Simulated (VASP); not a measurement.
# AlCo (Pm-3m) in VASP: further runs, part 2 of 2

VASP 6.6.1.

### Step 4. Single point, PBEsol

This run uses another cell than the first one, of 11.27 Å³/atom, 1.006 times its volume.

Contents of INCAR:

```
ALGO = Normal
EDIFF = 1E-6
ENCUT = 520
GGA = PS
ISIF = 2
ISMEAR = -1
LASPH = T
LCHARG = F
LREAL = F
LWAVE = F
NBANDS = 13
NELM = 60
PREC = Accurate
SIGMA = 0.15
```

Contents of KPOINTS:

```
k-points
0
Gamma
  14 14 14
```

Contents of POSCAR:

```
AlCo
1.0
    2.8246500857      0.0000000000      0.0000000000
    0.0000000000      2.8246500857      0.0000000000
    0.0000000000      0.0000000000      2.8246500857
Al Co
1 1
Direct
    0.0000000000      0.0000000000      0.0000000000
    0.5000000000      0.5000000000      0.5000000000
```

Potentials or basis: VASP PAW PBE potentials, release 64 (Al, Co).

On the command line:

```bash
> cat potpaw_PBE.64/Al/POTCAR potpaw_PBE.64/Co/POTCAR > POTCAR
> mpirun -np 1 vasp_std > vasp.out
```

OUTCAR:

```text
EDIFF = 1E-6
   ENCUT = 520
   GGA = PS
   ISIF = 2
   ISMEAR = -1
   LASPH = T
   LREAL = F
   NELM = 60
   PREC = Accurate

 ion  position               nearest neighbor table
   1  0.000  0.000  0.000-   2 2.45   2 2.45   2 2.45   2 2.45   2 2.45   2 2.45   2 2.45   2 2.45

   2  0.500  0.500  0.500-   1 2.45   1 2.45   1 2.45   1 2.45   1 2.45   1 2.45   1 2.45   1 2.45

  LATTYP: Found a simple cubic cell.
 ALAT       =     2.8246500857

  Lattice vectors:

 A1 = (   2.8246500857,   0.0000000000,   0.0000000000)
 A2 = (   0.0000000000,   2.8246500857,   0.0000000000)
 A3 = (   0.0000000000,   0.0000000000,   2.8246500857)

Analysis of symmetry for initial positions (statically):
=====================================================================
 Subroutine PRICEL returns:
 Original cell was already a primitive cell.

 Routine SETGRP: Setting up the symmetry group for a
 simple cubic supercell.

 Subroutine GETGRP returns: Found 48 space group operations
 (whereof 48 operations were pure point group operations)
 out of a pool of 48 trial point group operations.

The static configuration has the point symmetry O_h .

Analysis of symmetry for dynamics (positions and initial velocities):
=====================================================================
 Subroutine PRICEL returns:
 Original cell was already a primitive cell.

 Routine SETGRP: Setting up the symmetry group for a
 simple cubic supercell.

 Subroutine GETGRP returns: Found 48 space group operations
 (whereof 48 operations were pure point group operations)
 out of a pool of 48 trial point group operations.

The dynamic configuration has the point symmetry O_h .

 Subroutine INISYM returns: Found 48 space group operations
 (whereof 48 operations are pure point group operations),
 and found     1 'primitive' translations

[... 116 lines left out ...]
  Fermi-wavevector in a.u.,A,eV,Ry     =   1.326897  2.507472 23.955179  1.760656
  Thomas-Fermi vector in A             =   2.456250
   LORBIT       =      0    0 simple, 1 ext, 2 COOP (PROOUT), +10 PAW based schemes
   GGA     = PS    functional components
   LHFCALC =     F    Hartree Fock is set to
   AEXX    =    0.0000 exact exchange contribution
   IVDW    =     0    specifies the selected vdW correction
   LEPSILON=     F    determine dielectric tensor
   LRPA    =     F    only Hartree local field effects (RPA)
 non-spin polarized calculation
  energy-cutoff  :      520.00
  volume of cell :       22.54
 maximum number of plane-waves:       624
 NGX is ok and might be reduce to    24
   NGX = 11   NGY = 11   NGZ = 11

 number of electron      11.9999996 magnetization

 Free energy of the ion-electron system (eV)
  ---------------------------------------------------
  ext. energy  EPLUGINS =         0.00000000
  ---------------------------------------------------
  free energy    TOTEN  =       -13.11317530 eV

  energy without entropy =      -13.04663314  energy(sigma->0) =      -13.07990422

 E-fermi :  10.7194     XC(G=0): -12.5160

 val. band max:       10.6492485072   @ k =   0.5000   0.4286   0.0714
 cond. band min:      10.7274126135   @ k =   0.4286   0.4286   0.0000
 fundamental gap:      0.0781641064
 Fermi energy:        10.7193506266

 k-point     1 :       0.0000    0.0000    0.0000
  band No.  band energies     occupation
      1      -0.4415      2.00000
      2       7.7046      2.00000
      3       7.7046      2.00000
      4       9.9600      1.98742
      5       9.9600      1.98742
      6       9.9600      1.98742
      7      16.9073      0.00000
      8      16.9073      0.00000
      9      16.9073      0.00000
     10      19.6739      0.00000
     11      19.6739      0.00000
     12      26.4712      0.00000
     13      32.7342      0.00000
[... 354 lines left out ...]
  band No.  band energies     occupation
      1       2.7112      2.00000
      2       6.6465      2.00000
      3       8.1854      2.00000
      4       8.9019      1.99999
      5       9.2716      1.99987
      6       9.7072      1.99766
      7      11.4957      0.01124
      8      15.4042      0.00000
      9      19.3360      0.00000
     10      20.8253      0.00000
     11      23.1929      0.00000
     12      25.5968      0.00000
     13      27.8878      0.00000

 [... further k-points ...]
[... 5 lines left out ...]
  --------------------------------------------------------------------------------------
  -------------------------------------------------------------------------------------
  Total        0.0176370      0.0176370      0.0176370     -0.0000000      0.0000000     -0.0000000
  in kB        1.2538371      1.2538371      1.2538371     -0.0000000      0.0000000     -0.0000000
  external PRESSURE =       1.2538371 kB  Pullay stress =       0.0000000 kB

 VOLUME and BASIS-vectors are now :
 -----------------------------------------------------------------------------
  energy-cutoff  :      520.00
  volume of cell :       22.54
      direct lattice vectors                 reciprocal lattice vectors
     2.824650086  0.000000000  0.000000000     0.354026152  0.000000000  0.000000000
     0.000000000  2.824650086  0.000000000     0.000000000  0.354026152  0.000000000
     0.000000000  0.000000000  2.824650086     0.000000000  0.000000000  0.354026152

 POSITION                                       TOTAL-FORCE (eV/Angst)
 -----------------------------------------------------------------------------------
      0.00000      0.00000      0.00000         0.000000      0.000000      0.000000
      1.41233      1.41233      1.41233         0.000000      0.000000      0.000000
 -----------------------------------------------------------------------------------
    total drift:                                0.000000     -0.000000     -0.000000

  FREE ENERGIE OF THE ION-ELECTRON SYSTEM (eV)
  ---------------------------------------------------
  free  energy   TOTEN  =       -13.1131752975 eV

  energy  without entropy=      -13.0466331401  energy(sigma->0) =      -13.07990422
```

OSZICAR:

```text
N       E                     dE             d eps       ncg     rms          rms(c)
DAV:   1     0.350018815952E+02    0.35002E+02   -0.52592E+03  3240   0.976E+02
DAV:   2    -0.132943012670E+02   -0.48296E+02   -0.43717E+02  3255   0.172E+02
DAV:   3    -0.149909655717E+02   -0.16967E+01   -0.16828E+01  3854   0.371E+01
DAV:   4    -0.150164358305E+02   -0.25470E-01   -0.25461E-01  3635   0.411E+00
DAV:   5    -0.150172570730E+02   -0.82124E-03   -0.82122E-03  3986   0.785E-01    0.135E+01
DAV:   6    -0.178293747773E+02   -0.28121E+01   -0.64505E+01  3585   0.103E+02    0.178E+01
DAV:   7    -0.131610265964E+02    0.46683E+01   -0.30221E+01  3635   0.653E+01    0.192E+00
DAV:   8    -0.131281829548E+02    0.32844E-01   -0.18589E-01  3621   0.323E+00    0.116E+00
DAV:   9    -0.131136022229E+02    0.14581E-01   -0.22829E-02  4185   0.179E+00    0.294E-01
DAV:  10    -0.131131951162E+02    0.40711E-03   -0.43714E-04  3726   0.178E-01    0.143E-01
DAV:  11    -0.131131757002E+02    0.19416E-04   -0.20378E-05  4228   0.397E-02    0.590E-03
DAV:  12    -0.131131752975E+02    0.40265E-06   -0.95441E-07  2789   0.770E-03
   1 F= -.13113175E+02 E0= -.13079904E+02  d E =-.665422E-01
```

It took 9.5 s on 1 thread of Intel Xeon 6975P-C (Granite Rapids), shared host; peak memory 0.16 GiB.

Results:

| Item | Value |
| --- | --- |
| Free energy | -13.1132 eV |
| Pressure | 0.1 GPa |
| Band gap on the k mesh | zero (band 6 reaches 13.17 eV, above the bottom of band 7 at 10.55 eV) |

Levels at points of the mesh, in eV from the Fermi level:
```csv
k point,band 3,band 4,band 5,band 6,band 7,band 8,band 9,band 10
"(0.00, 0.00, 0.00)",-3.01,-0.76,-0.76,-0.76,6.19,6.19,6.19,8.95
"(0.50, 0.00, 0.00)",-2.40,-1.67,-1.67,-0.64,0.27,8.54,10.82,10.82
"(0.50, 0.50, 0.00)",-2.64,-2.64,-1.46,-1.46,-0.17,2.57,3.75,13.16
"(0.50, 0.50, 0.50)",-3.96,-0.13,-0.13,2.45,2.45,2.45,4.48,5.60
```

Caveat: the PAW data sets were made with another functional, which shifts forces and pressure a little. Spin polarisation is off, so any magnetic state and its effect on volume and gap are missing.

### Step 5. Relaxation of cell and atoms, PBEsol

Contents of INCAR:

```
SYSTEM = AlCo
  ALGO = Fast
  EDIFF = 1E-7
  EDIFFG = -0.005
  ENCUT = 600
  GGA = PS
  IBRION = 2
  ISIF = 3
  ISMEAR = 0
  LASPH = .TRUE.
  LCHARG = .FALSE.
  LREAL = .FALSE.
  LWAVE = .FALSE.
  NELM = 100
  NSW = 100
  PREC = Accurate
  SIGMA = 0.1
```

Contents of KPOINTS:

```
k-points
0
G
  14 14 14
  0 0 0
```

Contents of POSCAR:

```
AlCo
1.0
    2.8194032100      0.0000000000      0.0000000000
    0.0000000000      2.8194032100      0.0000000000
    0.0000000000      0.0000000000      2.8194032100
Al Co
1 1
Direct
    0.0000000000      0.0000000000      0.0000000000
    0.5000000000      0.5000000000      0.5000000000
```

On the command line:

```bash
> cat potpaw_PBE.64/Al/POTCAR potpaw_PBE.64/Co/POTCAR > POTCAR
> mpirun -np 1 vasp_std > vasp.out
```

Run time: 21 s. Hardware: 1 thread of Intel Xeon 6975P-C (Granite Rapids), shared host; peak memory 0.17 GiB.

It converged, with:

```
Free energy                            : -13.0840 eV
Relaxed volume                         : 11.25 Å³/atom
Relaxed cell                           : a = 2.823 Å, b = 2.823 Å, c = 2.823 Å, α = 90.00°, β = 90.00°, γ = 90.00°
Space group after relaxing (to 0.05 Å) : Pm-3m (No. 221)
Energy gained by relaxing              : 0.1 meV/atom
Ionic steps                            : 3
Pressure after relaxing                : 0.0 GPa
Band gap on the k mesh                 : zero (band 6 reaches 13.20 eV, above the bottom of band 7 at 10.57 eV)
```

The path:
```
step  energy change (eV)  largest force (eV/Å)  pressure (GPa)  volume (Å³)
   1              0.0000                0.0000            0.57        22.41
   2             -0.0001                0.0000           -0.43        22.54
   3             -0.0002                0.0000            0.03        22.50
```

Final structure:
```xyz
2
Lattice="2.8229 0.0000 0.0000 0.0000 2.8229 0.0000 0.0000 0.0000 2.8229" Properties=species:S:1:pos:R:3 pbc="T T T"
Al    0.0000    0.0000    0.0000
Co    1.4115    1.4115    1.4115
```

Levels at points of the mesh, in eV from the Fermi level:
```
           k point  band 3  band 4  band 5  band 6  band 7  band 8  band 9  band 10
(0.00, 0.00, 0.00)   -3.12   -0.86   -0.86   -0.86    6.10    6.10    6.10     8.86
(0.50, 0.00, 0.00)   -2.51   -1.77   -1.77   -0.74    0.17    8.44   10.73    10.73
(0.50, 0.50, 0.00)   -2.74   -2.74   -1.56   -1.56   -0.27    2.48    3.66    13.08
(0.50, 0.50, 0.50)   -4.07   -0.23   -0.23    2.36    2.36    2.36    4.40     5.52
```

Caveat: the PAW data sets were made with another functional, which shifts forces and pressure a little.

### Step 6. Relaxation of cell and atoms, PBEsol

This run uses another cell than the first one, of 11.24 Å³/atom, 1.003 times its volume.

Contents of INCAR:

```
SYSTEM = AlCo
PREC = Accurate
ENCUT = 600
EDIFF = 1E-6
ISMEAR = -1
SIGMA = 0.15
LREAL = .FALSE.
LASPH = .TRUE.
NELM = 80
ALGO = Normal
ISIF = 3
LWAVE = .FALSE.
LCHARG = .FALSE.
GGA = PS
IBRION = 2
NSW = 80
EDIFFG = -0.001
```

Contents of KPOINTS:

```
regular mesh
0
G
  14 14 14
  0 0 0
```

Contents of POSCAR:

```
AlCo
1.0
    2.8225855357      0.0000000000      0.0000000000
    0.0000000000      2.8225855357      0.0000000000
    0.0000000000      0.0000000000      2.8225855357
Al Co
1 1
Direct
    0.0000000000      0.0000000000      0.0000000000
    0.5000000000      0.5000000000      0.5000000000
```

Potentials or basis: VASP PAW PBE potentials, release 64 (Al, Co).

On the command line:

```bash
> cat potpaw_PBE.64/Al/POTCAR potpaw_PBE.64/Co/POTCAR > POTCAR
> mpirun -np 1 vasp_std > vasp.out
```

OUTCAR:

```text
SYSTEM = AlCo
   PREC = Accurate
   ENCUT = 600
   EDIFF = 1E-6
   ISMEAR = -1
   LREAL = .FALSE.
   LASPH = .TRUE.
   NELM = 80
   ISIF = 3
   GGA = PS
   IBRION = 2
   NSW = 80
   EDIFFG = -0.001

 ion  position               nearest neighbor table
   1  0.000  0.000  0.000-   2 2.44   2 2.44   2 2.44   2 2.44   2 2.44   2 2.44   2 2.44   2 2.44

   2  0.500  0.500  0.500-   1 2.44   1 2.44   1 2.44   1 2.44   1 2.44   1 2.44   1 2.44   1 2.44

  LATTYP: Found a simple cubic cell.
 ALAT       =     2.8225855357

  Lattice vectors:

 A1 = (   2.8225855357,   0.0000000000,   0.0000000000)
 A2 = (   0.0000000000,   2.8225855357,   0.0000000000)
 A3 = (   0.0000000000,   0.0000000000,   2.8225855357)

Analysis of symmetry for initial positions (statically):
=====================================================================
 Subroutine PRICEL returns:
 Original cell was already a primitive cell.

 Routine SETGRP: Setting up the symmetry group for a
 simple cubic supercell.

 Subroutine GETGRP returns: Found 48 space group operations
 (whereof 48 operations were pure point group operations)
 out of a pool of 48 trial point group operations.

The static configuration has the point symmetry O_h .

Analysis of symmetry for dynamics (positions and initial velocities):
=====================================================================
 Subroutine PRICEL returns:
 Original cell was already a primitive cell.

 Routine SETGRP: Setting up the symmetry group for a
 simple cubic supercell.

 Subroutine GETGRP returns: Found 48 space group operations
 (whereof 48 operations were pure point group operations)
 out of a pool of 48 trial point group operations.

The dynamic configuration has the point symmetry O_h .

 Subroutine INISYM returns: Found 48 space group operations
 (whereof 48 operations are pure point group operations),
 and found     1 'primitive' translations
[... 124 lines left out ...]
   LEPSILON=     F    determine dielectric tensor
   LRPA    =     F    only Hartree local field effects (RPA)
 conjugate gradient relaxation of ions
 non-spin polarized calculation
  energy-cutoff  :      600.00
  volume of cell :       22.49
 maximum number of plane-waves:       768
 NGX is ok and might be reduce to    24
   NGX = 11   NGY = 11   NGZ = 11

--------------------------------------- Ionic step        1  -------------------------------------------

 number of electron      11.9999996 magnetization

 Free energy of the ion-electron system (eV)
  ---------------------------------------------------
  ext. energy  EPLUGINS =         0.00000000
  ---------------------------------------------------
  free energy    TOTEN  =       -13.11304294 eV

  energy without entropy =      -13.04681258  energy(sigma->0) =      -13.07992776

------------------------ aborting loop because EDIFF is reached ----------------------------------------

  FORCE on cell =-STRESS in cart. coord.  units (eV):
  Direction    XX          YY          ZZ          XY          YZ          ZX
  --------------------------------------------------------------------------------------
  -------------------------------------------------------------------------------------
  Total        0.0660624      0.0660624      0.0660624     -0.0000000     -0.0000000      0.0000000
  in kB        4.7067749      4.7067749      4.7067749     -0.0000000     -0.0000000      0.0000000
  external PRESSURE =       4.7067749 kB  Pullay stress =       0.0000000 kB
[... 95 lines left out ...]
--------------------------------------- Ionic step        4  -------------------------------------------

 number of electron      11.9999996 magnetization

 Free energy of the ion-electron system (eV)
  ---------------------------------------------------
  ext. energy  EPLUGINS =         0.00000000
  ---------------------------------------------------
  free energy    TOTEN  =       -13.11311925 eV

  energy without entropy =      -13.04653591  energy(sigma->0) =      -13.07982758

 E-fermi :  10.7154     XC(G=0): -12.5146

 val. band max:       10.6453781343   @ k =   0.5000   0.4286   0.0714
 cond. band min:      10.7235217154   @ k =   0.4286   0.4286   0.0000
 fundamental gap:      0.0781435812
 Fermi energy:        10.7154389956

 k-point     1 :       0.0000    0.0000    0.0000
  band No.  band energies     occupation
      1      -0.4436      2.00000
      2       7.7020      2.00000
      3       7.7020      2.00000
      4       9.9565      1.98739
      5       9.9565      1.98739
      6       9.9565      1.98739
      7      16.9019      0.00000
      8      16.9019      0.00000
      9      16.9019      0.00000
     10      19.6688      0.00000
[... 287 lines left out ...]
 k-point    24 :       0.3571    0.2143    0.0000
  band No.  band energies     occupation
      1       2.7086      2.00000
      2       6.6437      2.00000
      3       8.1825      2.00000
      4       8.8988      1.99999
      5       9.2683      1.99987
      6       9.7038      1.99765
      7      11.4914      0.01127
      8      15.3990      0.00000
      9      19.3307      0.00000
     10      20.8191      0.00000

 [... further k-points ...]
[... 5 lines left out ...]
  --------------------------------------------------------------------------------------
  -------------------------------------------------------------------------------------
  Total       -0.0008437     -0.0008437     -0.0008437      0.0000000     -0.0000000      0.0000000
  in kB       -0.0599658     -0.0599658     -0.0599658      0.0000000     -0.0000000      0.0000000
  external PRESSURE =      -0.0599658 kB  Pullay stress =       0.0000000 kB
[... 17 lines left out ...]
  FREE ENERGIE OF THE ION-ELECTRON SYSTEM (eV)
  ---------------------------------------------------
  free  energy   TOTEN  =       -13.1131192487 eV

  energy  without entropy=      -13.0465359070  energy(sigma->0) =      -13.07982758

 reached required accuracy - stopping structural energy minimisation
```

OSZICAR:

```text
N       E                     dE             d eps       ncg     rms          rms(c)
DAV:   1     0.382043951112E+02    0.38204E+02   -0.60045E+03  2416   0.144E+03
DAV:   2    -0.135098000917E+02   -0.51714E+02   -0.48856E+02  2410   0.201E+02
DAV:   3    -0.149927884261E+02   -0.14830E+01   -0.14677E+01  2878   0.434E+01
[... 26 lines left out ...]
       N       E                     dE             d eps       ncg     rms          rms(c)
DAV:   1    -0.131131215799E+02   -0.17826E-05   -0.29981E-05  2308   0.924E-02    0.131E-02
DAV:   2    -0.131131246549E+02   -0.30750E-05   -0.88410E-05  2722   0.140E-01    0.181E-02
DAV:   3    -0.131131193918E+02    0.52631E-05   -0.38873E-05  2686   0.943E-02    0.219E-03
DAV:   4    -0.131131192487E+02    0.14317E-06   -0.23977E-07  1206   0.538E-03
   4 F= -.13113119E+02 E0= -.13079828E+02  d E =-.763092E-04
```

It took 18 s on 1 thread of Intel Xeon 6975P-C (Granite Rapids), shared host; peak memory 0.17 GiB.

Results:

| Quantity | Value |
| --- | --- |
| Free energy | -13.1131 eV |
| Relaxed volume | 11.27 Å³/atom |
| Relaxed cell | a = 2.825 Å, b = 2.825 Å, c = 2.825 Å, α = 90.00°, β = 90.00°, γ = 90.00° |
| Space group after relaxing (to 0.05 Å) | Pm-3m (No. 221) |
| Energy gained by relaxing | 0.0 meV/atom |
| Ionic steps | 4 |
| Pressure after relaxing | 0.0 GPa |
| Band gap on the k mesh | zero (band 6 reaches 13.17 eV, above the bottom of band 7 at 10.54 eV) |

Final structure:
```cif
data_structure
_symmetry_space_group_name_H-M 'P 1'
_symmetry_Int_Tables_number 1
_cell_length_a 2.8249
_cell_length_b 2.8249
_cell_length_c 2.8249
_cell_angle_alpha 90.000
_cell_angle_beta 90.000
_cell_angle_gamma 90.000
_cell_volume 22.54
loop_
_atom_site_label
_atom_site_type_symbol
_atom_site_fract_x
_atom_site_fract_y
_atom_site_fract_z
_atom_site_occupancy
Al1 Al 0.00000 0.00000 0.00000 1
Co1 Co 0.50000 0.50000 0.50000 1
```

Caveat: the PAW data sets were made with another functional, which shifts forces and pressure a little. Spin polarisation is off, so any magnetic state and its effect on volume and gap are missing.

### Step 7. The runs side by side

```tsv
task	cell	k mesh	cutoff (eV)	smearing	gap on the mesh (eV)	pressure (GPa)	relaxed volume (Å³/atom)
single point	a = 2.819 Å, 2 atoms	6 × 6 × 6	520	gaussian 0.1 eV	none	1.0	-
single point	a = 2.823 Å, 2 atoms	14 × 14 × 14	520	gaussian 0.1 eV	none	0.1	-
single point	a = 2.825 Å, 2 atoms	14 × 14 × 14	520	fermi-dirac 0.15 eV	none	0.1	-
relaxation of cell and atoms	relaxed from a = 2.819 Å, 2 atoms	14 × 14 × 14	600	gaussian 0.1 eV	none	0.0	11.25
relaxation of cell and atoms	relaxed from a = 2.823 Å, 2 atoms	14 × 14 × 14	600	fermi-dirac 0.15 eV	none	0.0	11.27
```

Alike in all rows: level PBEsol; potentials or basis VASP PAW PBE potentials, release 64 (Al, Co); no spin polarisation.

Caveats: some runs use coarse meshes; the PAW data sets were made with another functional, which shifts forces and pressure a little.

Total energies depend on the potentials used, so only differences within one code and one set of settings carry meaning.
